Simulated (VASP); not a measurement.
# Mo (Im-3m) in VASP: notebook

Runs on Mo. Level: LDA. Tasks: single point.

All numbers are computed with VASP 6.6.1; they aren't measurements. Logs are shortened: lines on timing, memory, paths and dates and some standing lists are left out, and cuts for length are marked.

**1. The cell of the first run**

The structure is cubic, space group Im-3m (No. 229). Conventional cell: a = 3.146 Å, b = 3.146 Å, c = 3.146 Å, α = 90.00°, β = 90.00°, γ = 90.00°. Within 3.6 Å of Mo (site symmetry m-3m) lie 14 Mo at 2.72 to 3.15 Å.

**2. Single point, LDA (volume scaled by 0.98)**

INCAR

```
  ALGO = Normal
  EDIFF = 1E-6
  ENCUT = 520
  ISIF = 2
  ISMEAR = -1
  LASPH = T
  LCHARG = F
  LREAL = F
  LWAVE = F
  NBANDS = 13
  NELM = 100
  PREC = Accurate
  SIGMA = 0.05
```

KPOINTS

```
k-points
0
Gamma
  12 12 12
```

POSCAR

```
Mo
1.0
   -1.5731790612      1.5731790612      1.5731790612
    1.5731790612     -1.5731790612      1.5731790612
    1.5731790612      1.5731790612     -1.5731790612
Mo
1
Direct
    0.0000000000      0.0000000000      0.0000000000
```

Potentials or basis: VASP PAW LDA potentials, release 64 (Mo_sv).

Launch:

```bash
> cat potpaw_LDA.64/Mo_sv/POTCAR > POTCAR
> mpirun -np 1 vasp_std > vasp.out
```

OUTCAR:

```text
EDIFF = 1E-6
   ENCUT = 520
   ISIF = 2
   ISMEAR = -1
   LASPH = T
   LREAL = F
   NELM = 100
   PREC = Accurate

 ion  position               nearest neighbor table
   1  0.000  0.000  0.000-

  LATTYP: Found a body centered cubic cell.
 ALAT       =     3.1463581224

  Lattice vectors:

 A1 = (  -1.5731790612,   1.5731790612,   1.5731790612)
 A2 = (   1.5731790612,  -1.5731790612,   1.5731790612)
 A3 = (   1.5731790612,   1.5731790612,  -1.5731790612)

Analysis of symmetry for initial positions (statically):
=====================================================================
 Subroutine PRICEL returns:
 Original cell was already a primitive cell.

 Routine SETGRP: Setting up the symmetry group for a
 body centered cubic supercell.

 Subroutine GETGRP returns: Found 48 space group operations
 (whereof 48 operations were pure point group operations)
 out of a pool of 48 trial point group operations.

The static configuration has the point symmetry O_h .

Analysis of symmetry for dynamics (positions and initial velocities):
=====================================================================
 Subroutine PRICEL returns:
 Original cell was already a primitive cell.

 Routine SETGRP: Setting up the symmetry group for a
 body centered cubic supercell.

 Subroutine GETGRP returns: Found 48 space group operations
 (whereof 48 operations were pure point group operations)
 out of a pool of 48 trial point group operations.

The dynamic configuration has the point symmetry O_h .

 Subroutine INISYM returns: Found 48 space group operations
 (whereof 48 operations are pure point group operations),
 and found     1 'primitive' translations

----------------------------------------------------------------------------------------

                                     Primitive cell

  volume of cell :      15.5738

  direct lattice vectors                    reciprocal lattice vectors
    -1.573179061  1.573179061  1.573179061     0.000000000  0.317827775  0.317827775
     1.573179061 -1.573179061  1.573179061     0.317827775  0.000000000  0.317827775
     1.573179061  1.573179061 -1.573179061     0.317827775  0.317827775  0.000000000

  length of vectors
     2.724826063  2.724826063  2.724826063     0.449476349  0.449476349  0.449476349

  position of ions in fractional coordinates (direct lattice)
     0.000000000  0.000000000  0.000000000

  ion indices of the primitive-cell ions
   primitive index   ion index
                 1           1
[... 73 lines left out ...]
   LREAL  =      F    real-space projection
   EDIFFG = 0.1E-04   stopping-criterion for IOM
   NSW    =      0    number of steps for IOM
   IBRION =     -1    ionic relax: 0-MD 1-quasi-New 2-CG
   NFREE  =      0    steps in history (QN), initial steepest desc. (CG)
   ISIF   =      2    stress and relaxation
   ISYM   =      2    0-nonsym 1-usesym 2-fastsym
   POTIM  = 0.5000    time-step for ionic-motion
   TEBEG  =    0.0;   TEEND  =   0.0 temperature during run
   PSTRESS=    0.0 pullay stress
   NELECT =      14.0000    total number of electrons
   NUPDOWN=      -1.0000    fix difference up-down
   EMIN   =  10.00;   EMAX   =-10.00  energy-range for DOS
   EFERMI =   0.00;   METHOD = LEGACY
   ISMEAR =    -1;   SIGMA  =   0.05  broadening in eV -4-tet -1-fermi 0-gaus
   EFERMI_NEDOS =   21; number of points for ismear=-14 and -15
   IALGO  =     38    algorithm
   IMIX   =      4    mixing-type and parameters
     AMIX     =   0.40;   BMIX     =  1.00
     AMIX_MAG =   1.60;   BMIX_MAG =  1.00
  volume/ion in A,a.u.               =      15.57       105.10
  Fermi-wavevector in a.u.,A,eV,Ry     =   1.579984  2.985737 33.964896  2.496349
  Thomas-Fermi vector in A             =   2.680280
   LORBIT       =      0    0 simple, 1 ext, 2 COOP (PROOUT), +10 PAW based schemes
   GGA     = CA    functional components
   LHFCALC =     F    Hartree Fock is set to
   AEXX    =    0.0000 exact exchange contribution
   IVDW    =     0    specifies the selected vdW correction
   LEPSILON=     F    determine dielectric tensor
   LRPA    =     F    only Hartree local field effects (RPA)
 non-spin polarized calculation
  energy-cutoff  :      520.00
  volume of cell :       15.57
 maximum number of plane-waves:       430
   NGX = 11   NGY = 11   NGZ = 11

 number of electron      14.0000001 magnetization

 Free energy of the ion-electron system (eV)
  ---------------------------------------------------
  ext. energy  EPLUGINS =         0.00000000
  ---------------------------------------------------
  free energy    TOTEN  =       -12.13542035 eV

  energy without entropy =      -12.13311675  energy(sigma->0) =      -12.13426855

 E-fermi :  12.4697     XC(G=0): -13.6244

 val. band max:       12.3913161122   @ k =  -0.1667   0.2500   0.0833
 cond. band min:      12.4935702561   @ k =   0.5000   0.5000   0.0833
 fundamental gap:      0.1022541439
 Fermi energy:        12.4697336296

 k-point     1 :       0.0000    0.0000    0.0000
  band No.  band energies     occupation
      1     -48.4117      2.00000
      2     -21.8434      2.00000
      3     -21.8434      2.00000
      4     -21.8434      2.00000
      5       5.2853      2.00000
      6      11.1439      2.00000
      7      11.1439      2.00000
      8      11.1439      2.00000
      9      14.1556      0.00000
     10      14.1556      0.00000
     11      27.3579      0.00000
     12      27.3579      0.00000
     13      27.3579      0.00000
[... 354 lines left out ...]
  band No.  band energies     occupation
      1     -48.1305      2.00000
      2     -23.1886      2.00000
      3     -22.3707      2.00000
      4     -21.9524      2.00000
      5       7.7507      2.00000
      6       9.0938      2.00000
      7      12.8977      0.00038
      8      14.3598      0.00000
      9      14.8497      0.00000
     10      18.9699      0.00000
     11      23.6031      0.00000
     12      25.0590      0.00000
     13      28.5635      0.00000

 [... further k-points ...]
[... 5 lines left out ...]
  --------------------------------------------------------------------------------------
  -------------------------------------------------------------------------------------
  Total       -0.7943796     -0.7943796     -0.7943796      0.0000000      0.0000000      0.0000000
  in kB      -81.7229785    -81.7229785    -81.7229785      0.0000000      0.0000000      0.0000000
  external PRESSURE =     -81.7229785 kB  Pullay stress =       0.0000000 kB

 VOLUME and BASIS-vectors are now :
 -----------------------------------------------------------------------------
  energy-cutoff  :      520.00
  volume of cell :       15.57
      direct lattice vectors                 reciprocal lattice vectors
    -1.573179061  1.573179061  1.573179061     0.000000000  0.317827775  0.317827775
     1.573179061 -1.573179061  1.573179061     0.317827775  0.000000000  0.317827775
     1.573179061  1.573179061 -1.573179061     0.317827775  0.317827775  0.000000000

 POSITION                                       TOTAL-FORCE (eV/Angst)
 -----------------------------------------------------------------------------------
      0.00000      0.00000      0.00000        -0.000000      0.000000     -0.000000
 -----------------------------------------------------------------------------------
    total drift:                                0.000000     -0.000000      0.000000

  FREE ENERGIE OF THE ION-ELECTRON SYSTEM (eV)
  ---------------------------------------------------
  free  energy   TOTEN  =       -12.1354203474 eV

  energy  without entropy=      -12.1331167548  energy(sigma->0) =      -12.13426855
```

It took 11 s on 1 thread of Intel Xeon Platinum 8375C at 2.90GHz (Ice Lake), shared host; peak memory 0.12 GiB.

Results:

```yaml
Free_energy: -12.1354 eV
Pressure: -8.2 GPa
Band_gap_on_the_k_mesh: zero (band 7 reaches 16.56 eV, above the bottom of band 8 at 11.14 eV)
```

Levels at points of the mesh, in eV from the Fermi level:
```csv
k point,band 4,band 5,band 6,band 7,band 8,band 9,band 10,band 11
"(0.00, 0.00, 0.00)",-34.31,-7.18,-1.33,-1.33,-1.33,1.69,1.69,14.89
"(0.50, 0.00, 0.00)",-34.33,-5.30,-3.38,1.73,1.75,2.35,4.86,11.74
"(0.50, 0.50, 0.50)",-35.30,-5.44,-5.44,4.09,4.09,4.09,9.14,9.14
```

Caveat: the cell differs from its parent crystal (volume scaled by 0.98).

**3. Single point, LDA**

This run uses another cell than the first one, of 15.89 Å³/atom, 1.020 times its volume.

INCAR

```
PREC     = Accurate       # precision mode
ENCUT    = 520            # plane-wave cutoff, eV
EDIFF    = 1E-6           # SCF threshold, eV
ISMEAR   = -1             # smearing method
SIGMA    = 0.05           # smearing width, eV
LREAL    = F              # projectors in reciprocal space
LASPH    = T              # aspherical terms in the spheres
NELM     = 60             # most SCF steps
ALGO     = Normal         # electronic algorithm
ISIF     = 2              # what is computed and relaxed
LWAVE    = F              # write WAVECAR
LCHARG   = T              # write CHGCAR
LELF     = T              # ELF
LVHAR    = T            
NBANDS   = 13             # bands
```

KPOINTS

```
regular mesh
0
Gamma
  12 12 12
```

POSCAR

```
Mo
1.0
   -1.5838089719      1.5838089719      1.5838089719
    1.5838089719     -1.5838089719      1.5838089719
    1.5838089719      1.5838089719     -1.5838089719
Mo
1
Direct
    0.0000000000      0.0000000000      0.0000000000
```

Potentials or basis: VASP PAW LDA potentials, release 64 (Mo_sv).

Launch:

```bash
> cat potpaw_LDA.64/Mo_sv/POTCAR > POTCAR
> mpirun -np 1 vasp_std > vasp.out
```

Wall time 12 s (1 thread of Intel Xeon Platinum 8375C at 2.90GHz (Ice Lake), shared host); peak memory 0.12 GiB.

Results (log left out):

| Item | Value |
| --- | --- |
| Free energy | -12.1143 eV |
| Pressure | -13.2 GPa |
| Band gap on the k mesh | zero (band 7 reaches 16.12 eV, above the bottom of band 8 at 10.86 eV) |

Levels at points of the mesh, in eV from the Fermi level:
```csv
k point,band 5,band 6,band 7,band 8,band 9,band 10
"(0.00, 0.00, 0.00)",-7.12,-1.29,-1.29,-1.29,1.65,1.65
"(0.50, 0.00, 0.00)",-5.19,-3.28,1.67,1.68,2.28,4.72
"(0.50, 0.50, 0.50)",-5.29,-5.29,3.97,3.97,3.97,8.98
```

**4. Single point, LDA (volume scaled by 1.02)**

INCAR

```
SYSTEM = Mo
ALGO = Normal ; EDIFF = 1E-7
ENCUT = 520 ; GGA = CA
ISIF = 2 ; ISMEAR = -1
LASPH = .True. ; LCHARG = .True.
LELF = .True. ; LREAL = .False.
LVHAR = .True. ; LWAVE = .False.
NBANDS = 13 ; NELM = 100
PREC = Accurate ; SIGMA = 0.05
```

KPOINTS

```
k-points
0
Gamma
  12 12 12
  0 0 0
```

POSCAR

```
Mo
1.0
   -1.5942980787      1.5942980787      1.5942980787
    1.5942980787     -1.5942980787      1.5942980787
    1.5942980787      1.5942980787     -1.5942980787
Mo
1
Direct
    0.0000000000      0.0000000000      0.0000000000
```

Launch:

```bash
> cat potpaw_LDA.64/Mo_sv/POTCAR > POTCAR
> mpirun -np 1 vasp_std > vasp.out
```

Run time: 16 s. Hardware: 1 thread of Intel Xeon Platinum 8375C at 2.90GHz (Ice Lake), shared host; peak memory 0.13 GiB.

The run converged. Its results:

- Free energy: -12.0838 eV
- Pressure: -17.7 GPa
- Band gap on the k mesh: zero (band 7 reaches 15.69 eV, above the bottom of band 8 at 10.58 eV)

Levels at points of the mesh, in eV from the Fermi level:
| k point | band 4 | band 5 | band 6 | band 7 | band 8 | band 9 | band 10 | band 11 |
| --- | --- | --- | --- | --- | --- | --- | --- | --- |
| (0.00, 0.00, 0.00) | -34.40 | -7.06 | -1.26 | -1.26 | -1.26 | 1.61 | 1.61 | 14.82 |
| (0.50, 0.00, 0.00) | -34.41 | -5.07 | -3.19 | 1.60 | 1.63 | 2.22 | 4.58 | 11.13 |
| (0.50, 0.50, 0.50) | -35.28 | -5.14 | -5.14 | 3.86 | 3.86 | 3.86 | 8.82 | 8.82 |

Caveat: the cell differs from its parent crystal (volume scaled by 1.02).

**5. Single point, LDA (volume scaled by 1.04)**

INCAR

```
SYSTEM = Mo
  PREC = Accurate
  ENCUT = 520
  EDIFF = 1E-6
  ISMEAR = -1
  SIGMA = 0.05
  LREAL = .FALSE.
  LASPH = .TRUE.
  NELM = 60
  ALGO = Normal
  ISIF = 2
  LWAVE = .FALSE.
  LCHARG = .TRUE.
  GGA = CA
  LELF = .TRUE.
  LVHAR = .TRUE.
  NBANDS = 13
```

KPOINTS

```
Automatic mesh
0
G
  12 12 12
  0 0 0
```

POSCAR

```
Mo
1.0
   -1.6046509537      1.6046509537      1.6046509537
    1.6046509537     -1.6046509537      1.6046509537
    1.6046509537      1.6046509537     -1.6046509537
Mo
1
Direct
    0.0000000000      0.0000000000      0.0000000000
```

Launch:

```bash
> cat potpaw_LDA.64/Mo_sv/POTCAR > POTCAR
> mpirun -np 1 vasp_std > vasp.out
```

Wall time 11 s (1 thread of Intel Xeon Platinum 8375C at 2.90GHz (Ice Lake), shared host); peak memory 0.13 GiB.

Results (log left out):

```
Free energy            : -12.0450 eV
Pressure               : -21.7 GPa
Band gap on the k mesh : zero (band 7 reaches 15.28 eV, above the bottom of band 8 at 10.31 eV)
```

Levels at points of the mesh, in eV from the Fermi level:
```tsv
k point	band 5	band 6	band 7	band 8	band 9	band 10
(0.00, 0.00, 0.00)	-6.99	-1.22	-1.22	-1.22	1.57	1.57
(0.50, 0.00, 0.00)	-4.97	-3.11	1.53	1.58	2.15	4.45
(0.50, 0.50, 0.50)	-5.01	-5.01	3.75	3.75	3.75	8.68
```

Caveat: the cell differs from its parent crystal (volume scaled by 1.04).

**6. The runs side by side**

| cell | gap on the mesh (eV) | pressure (GPa) |
| --- | --- | --- |
| a = 2.725 Å, angles 109.5°, 1 atom | none | -8.2 |
| a = 2.743 Å, angles 109.5°, 1 atom | none | -13.2 |
| a = 2.761 Å, angles 109.5°, 1 atom | none | -17.7 |
| a = 2.779 Å, angles 109.5°, 1 atom | none | -21.7 |

Alike in all rows: task single point; level LDA; potentials or basis VASP PAW LDA potentials, release 64 (Mo_sv); no spin polarisation; k mesh 12 × 12 × 12; cutoff (eV) 520; smearing fermi-dirac 0.05 eV.

Absolute energies hang on the potentials; compare differences alone.
